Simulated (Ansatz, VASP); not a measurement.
**Ag in VASP and in Ansatz**

Contents of INCAR:

```
ALGO = Fast
EDIFF = 1E-7
ENCUT = 520
GGA = PS
ISIF = 2
ISMEAR = 0
LASPH = True
LCHARG = False
LREAL = False
LWAVE = False
NBANDS = 12
NELM = 100
PREC = Accurate
SIGMA = 0.15
```

Contents of KPOINTS:

```
k-points
0
Gamma
  20 20 20
```

POSCAR

```
Ag
1.0
    0.0000000000      2.3495650000      2.0431000000
    2.3495650000      0.0000000000      2.0431000000
    2.3495650000      2.3495650000      0.0000000000
Ag
1
Direct
    0.0000000000      0.0000000000      0.0000000000
```

Input for Ansatz:

```yaml
crystal:
  lattice:
    - [0.0, 2.349565, 2.0431]
    - [2.349565, 0.0, 2.0431]
    - [2.349565, 2.349565, 0.0]
  atoms:
    - { symbol: Ag, position: [0.0, 0.0, 0.0] }
basis:
  ecutwfc: 420
kpoints:
  mp_grid: { grid: [20, 20, 20] }
hamiltonian:
  xc: pbesol
scf:
  occupations: { method: gaussian, width: 0.15 }
output:
  forces: true
  stress: true
  eigenvalues: true
```

Change from the starting cell: strain +0.1500 x Voigt [1, 1, 0, 0, 0, 0], atoms carried along.

Alike in both runs: task single point; functional PBEsol; k mesh 20 × 20 × 20; occupations gaussian, width 0.15 eV; no spin polarisation.

|  | VASP | Ansatz |
| --- | --- | --- |
| version | VASP 6.6.1 | Ansatz 0.2.0 |
| potentials or method | VASP PAW PBE potentials, release 64 (Ag), cutoff 520 eV | scalar-relativistic, plane waves, PAW |
| valence electrons in the cell | 11 | 19 |

```csv
,VASP,Ansatz,Ansatz less VASP
gap on the k mesh at the Fermi level (eV),none,none,-
pressure (GPa),-14.8,-14.8,-0.03
"traceless stress, the component that is largest in VASP (GPa)",0.50,0.50,+0.004
```

VASP's potentials were made for PBE, not for PBEsol. A gap of «none» marks a metal or a gap that the smearing closes. The functional is the same, so the differences come from potentials, cutoffs and numerics. VASP's potentials hold 11 valence electrons a cell and Ansatz's 19, so a difference there can come from the potentials and not from the codes.
